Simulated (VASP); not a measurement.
Write the native input for VASP 6.6.1 that does the following.

```
Task                   : single point
Functional             : r2SCAN
Potentials or basis    : VASP PAW PBE potentials, release 64 (C)
Cutoff                 : 660 eV
k mesh                 : 15 × 15 × 3
Occupations            : gaussian, width 0.05 eV
Spin                   : no spin polarisation
Dipole correction      : no
Further INCAR settings : ALGO = Normal; EDIFF = 1e-06; NBANDS = 21; ISYM = 0
```

The system is C.

```xyz
6
Lattice="-2.4558 0.0000 0.0000 -1.2279 -2.1268 0.0000 -0.6140 -1.0634 10.5572" Properties=species:S:1:pos:R:3 pbc="T T T"
C    -2.4558   -1.4179    1.7591
C    -3.6837   -2.1268    8.7973
C    -1.2279   -0.7089    5.2782
C    -2.4558   -1.4179    8.7978
C    -2.4558    0.0000    5.2787
C    -1.2279   -0.7089    1.7596
```

This cell differs from its parent crystal: layers slid over each other.

These files were run (other wordings do the same):

POSCAR

```
C
1.0
   -2.4558330623      0.0000000000      0.0000000000
   -1.2279165312     -2.1268138194      0.0000000000
   -0.6139582656     -1.0634069097     10.5572328611
C
6
Direct
    0.6666666667      0.5833537857      0.1666257619
    1.0000000000      0.5833537857      0.8332924286
    0.3333333333      0.0833537857      0.4999590952
    0.6666666667      0.2499962143      0.8333409048
    1.0000000000     -0.2500037857      0.5000075714
    0.3333333333      0.2499962143      0.1666742381
```

INCAR.step1

```
SYSTEM = C
ALGO     = Normal         ! electronic algorithm
EDIFF    = 1E-5           ! SCF threshold, eV
ENCUT    = 660            ! plane-wave cutoff, eV
GGA      = PE             ! functional
GGA_COMPAT= .False.      
ISMEAR   = 0              ! smearing method
ISYM     = 0            
LASPH    = .True.         ! aspherical terms in the spheres
LCHARG   = .False.        ! write CHGCAR
LREAL    = .False.        ! projectors in reciprocal space
LWAVE    = .True.         ! write WAVECAR
NBANDS   = 21             ! bands
NELM     = 120            ! most SCF steps
PREC     = Accurate       ! precision mode
SIGMA    = 0.05           ! smearing width, eV
```

INCAR.step2

```
SYSTEM = C
ALGO     = Normal         ! electronic algorithm
EDIFF    = 1E-6           ! SCF threshold, eV
ENCUT    = 660            ! plane-wave cutoff, eV
GGA_COMPAT= .False.      
ISIF     = 2              ! what is computed and relaxed
ISMEAR   = 0              ! smearing method
ISTART   = 1            
ISYM     = 0            
LASPH    = .True.         ! aspherical terms in the spheres
LCHARG   = .False.        ! write CHGCAR
LMIXTAU  = .True.       
LREAL    = .False.        ! projectors in reciprocal space
LWAVE    = .False.        ! write WAVECAR
METAGGA  = R2SCAN         ! meta-GGA
NBANDS   = 21             ! bands
NELM     = 120            ! most SCF steps
PREC     = Accurate       ! precision mode
SIGMA    = 0.05           ! smearing width, eV
```

KPOINTS

```
k-points
0
Gamma
  15 15 3
  0 0 0
```

Potentials or basis: VASP PAW PBE potentials, release 64 (C).

The run is started by

```bash
$ cat potpaw_PBE.64/C/POTCAR > POTCAR
$ cp INCAR.step1 INCAR
$ mpirun -np 1 vasp_std > vasp.out
$ cp INCAR.step2 INCAR
$ mpirun -np 1 vasp_std > vasp.out
```

It gave:

The pressure is 0.1 GPa and the largest force is 0.018 eV/Å.

Caveat: the cell differs from its parent crystal (layers slid over each other); the PAW data sets were made with another functional, which shifts forces and pressure a little.

It took 37 min on 1 thread of Intel Xeon 8259CL (shared host), peak memory 0.5 GiB.
